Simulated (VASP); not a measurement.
# Ge (Fd-3m) in VASP: a series of runs

Runs on Ge. Level: PBEsol. Tasks: single point, relaxation of cell and atoms.

All numbers are computed with VASP 6.6.1; they aren't measurements. Logs are shortened: lines on timing, memory, paths and dates and some standing lists are left out, and cuts for length are marked.

### 1 The cell of the first run

Symmetry: Fd-3m, No. 227, cubic system. The conventional cell has a = 5.676 Å, b = 5.676 Å, c = 5.676 Å, α = 90.00°, β = 90.00°, γ = 90.00°. Within 3.2 Å of Ge (site symmetry -43m) lie 4 Ge at 2.46 Å.

### 2 Single point, PBEsol

Contents of INCAR:

```
SYSTEM = Ge
  PREC = Accurate
  ENCUT = 520
  EDIFF = 1E-6
  ISMEAR = 0
  SIGMA = 0.01
  LREAL = .FALSE.
  LASPH = .TRUE.
  NELM = 80
  ALGO = Normal
  ISIF = 2
  LWAVE = .FALSE.
  LCHARG = .FALSE.
  GGA = PS
  NBANDS = 21
```

Contents of KPOINTS:

```
regular mesh
0
G
  12 12 12
  0 0 0
```

Contents of POSCAR:

```
Ge
1.0
    0.0000000000      2.8378653514      2.8378653514
    2.8378653514      0.0000000000      2.8378653514
    2.8378653514      2.8378653514      0.0000000000
Ge
2
Direct
    0.0000000000      0.0000000000      0.0000000000
    0.2500000000      0.2500000000      0.2500000000
```

Potentials or basis: VASP PAW PBE potentials, release 64 (Ge_d).

Command:

```sh
> cat potpaw_PBE.64/Ge_d/POTCAR > POTCAR
> mpirun -np 1 vasp_std > vasp.out
```

OUTCAR:

```text
SYSTEM = Ge
   PREC = Accurate
   ENCUT = 520
   EDIFF = 1E-6
   ISMEAR = 0
   LREAL = .FALSE.
   LASPH = .TRUE.
   NELM = 80
   ISIF = 2
   GGA = PS

 ion  position               nearest neighbor table
   1  0.000  0.000  0.000-   2 2.46   2 2.46   2 2.46   2 2.46
   2  0.250  0.250  0.250-   1 2.46   1 2.46   1 2.46   1 2.46

  LATTYP: Found a face centered cubic cell.
 ALAT       =     5.6757307028

  Lattice vectors:

 A1 = (   0.0000000000,   2.8378653514,   2.8378653514)
 A2 = (   2.8378653514,   0.0000000000,   2.8378653514)
 A3 = (   2.8378653514,   2.8378653514,   0.0000000000)

Analysis of symmetry for initial positions (statically):
=====================================================================
 Subroutine PRICEL returns:
 Original cell was already a primitive cell.

 Routine SETGRP: Setting up the symmetry group for a
 face centered cubic supercell.

 Subroutine GETGRP returns: Found 48 space group operations
 (whereof 24 operations were pure point group operations)
 out of a pool of 48 trial point group operations.

The static configuration has the point symmetry T_d .
 The point group associated with its full space group is O_h .

Analysis of symmetry for dynamics (positions and initial velocities):
=====================================================================
 Subroutine PRICEL returns:
 Original cell was already a primitive cell.

 Routine SETGRP: Setting up the symmetry group for a
 face centered cubic supercell.

 Subroutine GETGRP returns: Found 48 space group operations
 (whereof 24 operations were pure point group operations)
 out of a pool of 48 trial point group operations.

The dynamic configuration has the point symmetry T_d .
 The point group associated with its full space group is O_h .

 Subroutine INISYM returns: Found 48 space group operations
 (whereof 24 operations are pure point group operations),
 and found     1 'primitive' translations

----------------------------------------------------------------------------------------

                                     Primitive cell

  volume of cell :      45.7094

  direct lattice vectors                    reciprocal lattice vectors
     0.000000000  2.837865351  2.837865351    -0.176188768  0.176188768  0.176188768
     2.837865351  0.000000000  2.837865351     0.176188768 -0.176188768  0.176188768
     2.837865351  2.837865351  0.000000000     0.176188768  0.176188768 -0.176188768

  length of vectors
     4.013347668  4.013347668  4.013347668     0.305167898  0.305167898  0.305167898

  position of ions in fractional coordinates (direct lattice)
     0.000000000  0.000000000  0.000000000
     0.250000000  0.250000000  0.250000000

  ion indices of the primitive-cell ions
   primitive index   ion index
                 1           1
                 2           2

----------------------------------------------------------------------------------------

 KPOINTS: regular mesh

Automatic generation of k-mesh.
 Grid dimensions read from file:
 generate k-points for:   12   12   12

 Generating k-lattice:

  Cartesian coordinates                     Fractional coordinates (reciprocal lattice)
    -0.014682397  0.014682397  0.014682397     0.083333333  0.000000000  0.000000000
     0.014682397 -0.014682397  0.014682397     0.000000000  0.083333333  0.000000000
     0.014682397  0.014682397 -0.014682397     0.000000000  0.000000000  0.083333333

  Length of vectors
     0.025430658  0.025430658  0.025430658

  Shift w.r.t. Gamma in fractional coordinates (k-lattice)
     0.000000000  0.000000000  0.000000000

 Subroutine IBZKPT returns following result:
 ===========================================

 Found     72 irreducible k-points:

 Following reciprocal coordinates:
            Coordinates               Weight
  0.000000  0.000000  0.000000      1.000000
  0.083333  0.000000  0.000000      8.000000
  0.166667  0.000000  0.000000      8.000000
  0.250000  0.000000  0.000000      8.000000
  0.333333  0.000000  0.000000      8.000000
  0.416667  0.000000  0.000000      8.000000
[... 16 lines left out ...]
  0.500000  0.166667  0.000000     24.000000
 -0.416667  0.166667  0.000000     24.000000
 [... further k-points ...]
   k-points           NKPTS =     72   k-points in BZ     NKDIM =     72   number of bands    NBANDS=     21
   number of dos      NEDOS =    301   number of ions     NIONS =      2
   total plane-waves  NPLWV =  27000
   dimension x,y,z NGX =    30 NGY =   30 NGZ =   30
   dimension x,y,z NGXF=    60 NGYF=   60 NGZF=   60
   ions per type =               2
   NGX,Y,Z   is equivalent  to a cutoff of  12.43, 12.43, 12.43 a.u.
   NGXF,Y,Z  is equivalent  to a cutoff of  24.85, 24.85, 24.85 a.u.
 SYSTEM =  Ge
   PREC   = accura    normal or accurate (medium, high low for compatibility)
   ISTART =      0    job   : 0-new  1-cont  2-samecut
   ICHARG =      2    charge: 1-file 2-atom 10-const
   ISPIN  =      1    spin polarized calculation?
   LNONCOLLINEAR =      F non collinear calculations
   LSORBIT =      F    spin-orbit coupling
   LASPH  =      T    aspherical Exc in radial PAW
   ENCUT  =  520.0 eV  38.22 Ry    6.18 a.u.   7.46  7.46  7.46*2*pi/ulx,y,z
   NELM   =     80;   NELMIN=  2; NELMDL= -5     # of ELM steps
   EDIFF  = 0.1E-05   stopping-criterion for ELM
   LREAL  =      F    real-space projection
   EDIFFG = 0.1E-04   stopping-criterion for IOM
   NSW    =      0    number of steps for IOM
   IBRION =     -1    ionic relax: 0-MD 1-quasi-New 2-CG
   NFREE  =      0    steps in history (QN), initial steepest desc. (CG)
   ISIF   =      2    stress and relaxation
   ISYM   =      2    0-nonsym 1-usesym 2-fastsym
   POTIM  = 0.5000    time-step for ionic-motion
   TEBEG  =    0.0;   TEEND  =   0.0 temperature during run
   PSTRESS=    0.0 pullay stress
   NELECT =      28.0000    total number of electrons
   NUPDOWN=      -1.0000    fix difference up-down
   EMIN   =  10.00;   EMAX   =-10.00  energy-range for DOS
   EFERMI =   0.00;   METHOD = LEGACY
   ISMEAR =     0;   SIGMA  =   0.01  broadening in eV -4-tet -1-fermi 0-gaus
   EFERMI_NEDOS =   21; number of points for ismear=-14 and -15
   IALGO  =     38    algorithm
   IMIX   =      4    mixing-type and parameters
     AMIX     =   0.40;   BMIX     =  1.00
     AMIX_MAG =   1.60;   BMIX_MAG =  1.00
  volume/ion in A,a.u.               =      22.85       154.23
  Fermi-wavevector in a.u.,A,eV,Ry     =   1.390355  2.627390 26.301248  1.933087
  Thomas-Fermi vector in A             =   2.514298
   LORBIT       =      0    0 simple, 1 ext, 2 COOP (PROOUT), +10 PAW based schemes
   GGA     = PS    functional components
   LHFCALC =     F    Hartree Fock is set to
   AEXX    =    0.0000 exact exchange contribution
   IVDW    =     0    specifies the selected vdW correction
   LEPSILON=     F    determine dielectric tensor
   LRPA    =     F    only Hartree local field effects (RPA)
 non-spin polarized calculation
 Gauss-broadening in eV      SIGMA  =   0.01
  energy-cutoff  :      520.00
  volume of cell :       45.71
 maximum number of plane-waves:      1248
 NGX is ok and might be reduce to    30
   NGX = 15   NGY = 15   NGZ = 15

 number of electron      28.0000014 magnetization

 Free energy of the ion-electron system (eV)
  ---------------------------------------------------
  ext. energy  EPLUGINS =         0.00000000
  ---------------------------------------------------
  free energy    TOTEN  =        -9.87366725 eV

  energy without entropy =       -9.87365833  energy(sigma->0) =       -9.87366279

 E-fermi :   4.7726     XC(G=0): -10.0839

 val. band max:        4.7696012113   @ k =   0.0000   0.0000   0.0000
 cond. band min:       4.8634430606   @ k =   0.5000   0.0000   0.0000
 fundamental gap:      0.0938418493
 Fermi energy:         4.7726440623

 k-point     1 :       0.0000    0.0000    0.0000
  band No.  band energies     occupation
      1     -19.9792      2.00000
      2     -19.9792      2.00000
      3     -19.9792      2.00000
      4     -19.9434      2.00000
      5     -19.9434      2.00000
      6     -19.7363      2.00000
[... 13 lines left out ...]
     20      14.2243      0.00000
     21      14.2243      0.00000

 k-point     2 :       0.0833    0.0000    0.0000
  band No.  band energies     occupation
      1     -19.9834      2.00000
      2     -19.9834      2.00000
      3     -19.9781      2.00000
      4     -19.9377      2.00000
      5     -19.9377      2.00000
      6     -19.7431      2.00000
[... 13 lines left out ...]
     20      13.6292      0.00000
     21      13.6292      0.00000

 k-point     3 :       0.1667    0.0000    0.0000
  band No.  band energies     occupation
      1     -19.9909      2.00000
      2     -19.9909      2.00000
      3     -19.9750      2.00000
      4     -19.9263      2.00000
      5     -19.9263      2.00000
      6     -19.7532      2.00000
[... 13 lines left out ...]
     20      13.0608      0.00000
     21      13.0608      0.00000

 k-point     4 :       0.2500    0.0000    0.0000
  band No.  band energies     occupation
      1     -19.9970      2.00000
      2     -19.9970      2.00000
      3     -19.9707      2.00000
      4     -19.9154      2.00000
      5     -19.9154      2.00000
      6     -19.7618      2.00000
[... 13 lines left out ...]
     20      13.0371      0.00000
     21      13.0371      0.00000

 k-point     5 :       0.3333    0.0000    0.0000
  band No.  band energies     occupation
      1     -20.0009      2.00000
      2     -20.0009      2.00000
      3     -19.9663      2.00000
      4     -19.9075      2.00000
      5     -19.9075      2.00000
      6     -19.7673      2.00000
[... 13 lines left out ...]
     20      13.6741      0.00000
     21      13.6741      0.00000
[... 382 lines left out ...]
     20      14.3295      0.00000
     21      14.9930      0.00000

 k-point    22 :       0.4167    0.1667    0.0000
  band No.  band energies     occupation
      1     -20.0156      2.00000
      2     -20.0032      2.00000
      3     -19.9561      2.00000
      4     -19.8978      2.00000
      5     -19.8775      2.00000
      6     -19.8131      2.00000
[... 13 lines left out ...]
     20      14.8584      0.00000
     21      15.8559      0.00000

 k-point    23 :       0.5000    0.1667    0.0000
  band No.  band energies     occupation
      1     -20.0195      2.00000
      2     -20.0067      2.00000
      3     -19.9455      2.00000
      4     -19.8891      2.00000
      5     -19.8810      2.00000
      6     -19.8063      2.00000
[... 13 lines left out ...]
     20      15.6238      0.00000
     21      15.9130      0.00000

 k-point    24 :      -0.4167    0.1667    0.0000
  band No.  band energies     occupation
      1     -20.0197      2.00000
      2     -20.0091      2.00000
      3     -19.9398      2.00000
      4     -19.8900      2.00000
      5     -19.8828      2.00000
      6     -19.7930      2.00000
[... 13 lines left out ...]
     20      14.3696      0.00000
     21      14.9444      0.00000

 [... further k-points ...]
[... 5 lines left out ...]
  --------------------------------------------------------------------------------------
  -------------------------------------------------------------------------------------
  Total       -0.1163178     -0.1163178     -0.1163178      0.0000000      0.0000000     -0.0000000
  in kB       -4.0771020     -4.0771020     -4.0771020      0.0000000      0.0000000     -0.0000000
  external PRESSURE =      -4.0771020 kB  Pullay stress =       0.0000000 kB

 VOLUME and BASIS-vectors are now :
 -----------------------------------------------------------------------------
  energy-cutoff  :      520.00
  volume of cell :       45.71
      direct lattice vectors                 reciprocal lattice vectors
     0.000000000  2.837865351  2.837865351    -0.176188768  0.176188768  0.176188768
     2.837865351  0.000000000  2.837865351     0.176188768 -0.176188768  0.176188768
     2.837865351  2.837865351  0.000000000     0.176188768  0.176188768 -0.176188768

 POSITION                                       TOTAL-FORCE (eV/Angst)
 -----------------------------------------------------------------------------------
      0.00000      0.00000      0.00000        -0.000000     -0.000000     -0.000000
      1.41893      1.41893      1.41893         0.000000      0.000000      0.000000
 -----------------------------------------------------------------------------------
    total drift:                                0.000000     -0.000000      0.000000

  FREE ENERGIE OF THE ION-ELECTRON SYSTEM (eV)
  ---------------------------------------------------
  free  energy   TOTEN  =        -9.8736672535 eV

  energy  without entropy=       -9.8736583263  energy(sigma->0) =       -9.87366279
```

Run time: 72 s. Hardware: 1 thread of AMD EPYC 7R13, shared host; peak memory 0.17 GiB.

What came out:

- Free energy: -9.8737 eV
- Pressure: -0.4 GPa
- Band gap on the k mesh: zero (filled and empty bands touch)

Caveat: the PAW data sets were made with another functional, which shifts forces and pressure a little.

### 3 Relaxation of cell and atoms, PBEsol

This run uses another cell than the first one, of 22.64 Å³/atom, 0.991 times its volume.

Contents of INCAR:

```
SYSTEM = Ge
PREC = Accurate
ENCUT = 600
EDIFF = 1E-7
ISMEAR = 0
SIGMA = 0.1
LREAL = .False.
LASPH = .True.
NELM = 60
ALGO = Normal
ISIF = 3
LWAVE = .False.
LCHARG = .False.
GGA = PS
IBRION = 2
NSW = 100
EDIFFG = -0.002
```

Contents of KPOINTS:

```
Automatic mesh
0
Gamma
  12 12 12
  0 0 0
```

Contents of POSCAR:

```
Ge
1.0
    0.0000000000      2.8290000000      2.8290000000
    2.8290000000      0.0000000000      2.8290000000
    2.8290000000      2.8290000000      0.0000000000
Ge
2
Direct
    0.0000000000      0.0000000000      0.0000000000
    0.2500000000      0.2500000000      0.2500000000
```

Potentials or basis: VASP PAW PBE potentials, release 64 (Ge_d).

Command:

```sh
> cat potpaw_PBE.64/Ge_d/POTCAR > POTCAR
> mpirun -np 1 vasp_std > vasp.out
```

OUTCAR:

```text
SYSTEM = Ge
   PREC = Accurate
   ENCUT = 600
   EDIFF = 1E-7
   ISMEAR = 0
   LREAL = .False.
   LASPH = .True.
   NELM = 60
   ISIF = 3
   GGA = PS
   IBRION = 2
   NSW = 100
   EDIFFG = -0.002

 ion  position               nearest neighbor table
   1  0.000  0.000  0.000-   2 2.45   2 2.45   2 2.45   2 2.45
   2  0.250  0.250  0.250-   1 2.45   1 2.45   1 2.45   1 2.45

  LATTYP: Found a face centered cubic cell.
 ALAT       =     5.6580000000

  Lattice vectors:

 A1 = (   0.0000000000,   2.8290000000,   2.8290000000)
 A2 = (   2.8290000000,   0.0000000000,   2.8290000000)
 A3 = (   2.8290000000,   2.8290000000,   0.0000000000)

Analysis of symmetry for initial positions (statically):
=====================================================================
 Subroutine PRICEL returns:
 Original cell was already a primitive cell.

 Routine SETGRP: Setting up the symmetry group for a
 face centered cubic supercell.

 Subroutine GETGRP returns: Found 48 space group operations
 (whereof 24 operations were pure point group operations)
[... 166 lines left out ...]

  energy without entropy =       -9.87296559  energy(sigma->0) =       -9.87307513

------------------------ aborting loop because EDIFF is reached ----------------------------------------

  FORCE on cell =-STRESS in cart. coord.  units (eV):
  Direction    XX          YY          ZZ          XY          YZ          ZX
  --------------------------------------------------------------------------------------
  -------------------------------------------------------------------------------------
  Total        0.1621651      0.1621651      0.1621651      0.0000000      0.0000000      0.0000000
  in kB        5.7377163      5.7377163      5.7377163      0.0000000      0.0000000      0.0000000
  external PRESSURE =       5.7377163 kB  Pullay stress =       0.0000000 kB
[... 131 lines left out ...]
--------------------------------------- Ionic step        5  -------------------------------------------

 number of electron      28.0000019 magnetization

 Free energy of the ion-electron system (eV)
  ---------------------------------------------------
  ext. energy  EPLUGINS =         0.00000000
  ---------------------------------------------------
  free energy    TOTEN  =        -9.87391376 eV

  energy without entropy =       -9.87366544  energy(sigma->0) =       -9.87378960

 E-fermi :   4.7867     XC(G=0): -10.0874

 val. band max:        4.7766764242   @ k =   0.0000   0.0000   0.0000
 cond. band min:       4.8729401838   @ k =   0.5000   0.0000   0.0000
 fundamental gap:      0.0962637596
 Fermi energy:         4.7866818964

 k-point     1 :       0.0000    0.0000    0.0000
  band No.  band energies     occupation
      1     -19.9741      2.00000
      2     -19.9741      2.00000
      3     -19.9741      2.00000
      4     -19.9381      2.00000
      5     -19.9381      2.00000
      6     -19.7307      2.00000
[... 481 lines left out ...]
      5     -19.8775      2.00000
      6     -19.7875      2.00000
[... 10 lines left out ...]
     17       9.4555      0.00000
     18      12.2344      0.00000

 [... further k-points ...]
[... 5 lines left out ...]
  --------------------------------------------------------------------------------------
  -------------------------------------------------------------------------------------
  Total       -0.0034436     -0.0034436     -0.0034436      0.0000000      0.0000000     -0.0000000
  in kB       -0.1207940     -0.1207940     -0.1207940      0.0000000      0.0000000     -0.0000000
  external PRESSURE =      -0.1207940 kB  Pullay stress =       0.0000000 kB
[... 17 lines left out ...]
  FREE ENERGIE OF THE ION-ELECTRON SYSTEM (eV)
  ---------------------------------------------------
  free  energy   TOTEN  =        -9.8739137634 eV

  energy  without entropy=       -9.8736654380  energy(sigma->0) =       -9.87378960

 reached required accuracy - stopping structural energy minimisation
```

CONTCAR:

```text
Ge
   1.00000000000000
     0.0000000000000000    2.8371472767816170    2.8371472767816170
     2.8371472767816170    0.0000000000000000    2.8371472767816170
     2.8371472767816170    2.8371472767816170    0.0000000000000000
  Ge
     2
Direct
     0.0000000000000000    0.0000000000000000    0.0000000000000000
     0.2500000000000000    0.2500000000000000    0.2500000000000000

  0.00000000E+00  0.00000000E+00  0.00000000E+00
  0.00000000E+00  0.00000000E+00  0.00000000E+00
```

Run time: 4.3 min. Hardware: 1 thread of AMD EPYC 7R13, shared host; peak memory 0.19 GiB.

Results:

```
Free energy                            : -9.8739 eV
Relaxed volume                         : 22.84 Å³/atom
Relaxed cell                           : a = 4.012 Å, b = 4.012 Å, c = 4.012 Å, α = 60.00°, β = 60.00°, γ = 60.00°
Space group after relaxing (to 0.05 Å) : Fd-3m (No. 227)
Energy gained by relaxing              : 0.4 meV/atom
Ionic steps                            : 5
Pressure after relaxing                : 0.0 GPa
Band gap on the k mesh                 : zero (filled and empty bands touch)
```

Step by step:
```
step  energy change (eV)  largest force (eV/Å)  pressure (GPa)  volume (Å³)
   1              0.0000                0.0000            0.57        45.28
   2             -0.0006                0.0000           -0.10        45.82
   3             -0.0007                0.0000           -0.06        45.70
   4             -0.0007                0.0000            0.03        45.66
   5             -0.0007                0.0000           -0.01        45.67
```

Final structure:
```
Ge
1.0
     0.00000    2.83715    2.83715
     2.83715    0.00000    2.83715
     2.83715    2.83715    0.00000
Ge
2
Direct
  0.00000 0.00000 0.00000
  0.25000 0.25000 0.25000
```

Caveat: the PAW data sets were made with another functional, which shifts forces and pressure a little.
